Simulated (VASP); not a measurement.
Si, 2 atoms in the cell. It takes space group Imma (No. 74, orthorhombic). Conventional cell: a = 4.502 Å, b = 4.737 Å, c = 2.601 Å, α = 90.00°, β = 90.00°, γ = 90.00°. Si (site symmetry mm2) has 20 Si at 2.39 to 3.74 Å within 3.8 Å.  This cell differs from its parent crystal: zz strain of +2 %.

| Property | Result |
| --- | --- |
| Program | VASP 6.6.1 |
| Task | electric field gradients |
| Functional | PBE |
| Potentials or basis | VASP PAW PBE potentials, release 64 (Si) |
| Cutoff | 520 eV |
| k mesh | 16 × 16 × 16 |
| Occupations | fermi-dirac, width 0.05 eV |
| Spin | no spin polarisation |
| Dipole correction | no |
| Further INCAR settings | ALGO = Normal; EDIFF = 1e-08; NBANDS = 11 |

Potentials or basis: VASP PAW PBE potentials, release 64 (Si).

Run with:

```bash
$ cat potpaw_PBE.64/Si/POTCAR > POTCAR
$ mpirun -np 1 vasp_std > vasp.out
```

Hardware: 1 thread of AMD EPYC 7R13 (shared host).

Task: Estimate the wall time of this run.

Result: Wall time 3.2 min on 1 thread of AMD EPYC 7R13 (shared host), peak memory 0.24 GiB. Counts: scf iterations 11, k points 621.
